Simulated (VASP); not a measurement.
Runs of VASP 6.6.1 on Rh. The structure is that of space group I4/mmm (No. 139), or close to it. The cells are those of the table. 

| cell | further INCAR settings | gap on the mesh (eV) | pressure (GPa) |
| --- | --- | --- | --- |
| a = 2.757, b = 2.757, c = 2.824 Å, angles 59.2, 59.2, 61.6°, 1 atom | ALGO = Fast; EDIFF = 1e-06; NBANDS = 14 | none | (a) |
| a = 2.725, b = 2.725, c = 2.824 Å, angles 58.8, 58.8, 62.4°, 1 atom | ALGO = Fast; EDIFF = 1e-06; NBANDS = 14 | none | -11.0 |
| a = 2.657, b = 2.657, c = 2.756 Å, angles 58.8, 58.8, 62.5°, 1 atom | ALGO = Fast; EDIFF = 1e-07; NBANDS = 14 | none | 7.1 |
| a = 2.690, b = 2.690, c = 2.756 Å, angles 59.2, 59.2, 61.6°, 1 atom | ALGO = Fast; EDIFF = 1e-07; NBANDS = 14 | none | -0.5 |
| a = 2.693, b = 2.693, c = 2.555 Å, angles 61.7, 61.7, 56.6°, 1 atom | ALGO = Fast; EDIFF = 1e-06; NBANDS = 14 | none | 25.2 |
| a = 2.693, b = 2.693, c = 2.824 Å, angles 58.4, 58.4, 63.2°, 1 atom | ALGO = Fast; EDIFF = 1e-06; NBANDS = 14 | none | (b) |
| a = 2.623, b = 2.623, c = 2.689 Å, angles 59.2, 59.2, 61.7°, 1 atom | ALGO = Fast; EDIFF = 1e-06; NBANDS = 14 | none | 22.8 |

Alike in all rows: task single point; level PBE; potentials or basis VASP PAW PBE potentials, release 64 (Rh_pv); no spin polarisation; k mesh 22 × 22 × 22; cutoff (eV) 520; smearing methfessel-paxton 0.02 eV.

**Question.** Fill in the values left out.

**Answer.** (a) -15.9; (b) -5.0.

A k mesh can miss the band edges, and the runs leave out spin-orbit coupling on Rh.

A gap of «none» marks levels without a gap at the run's occupations.
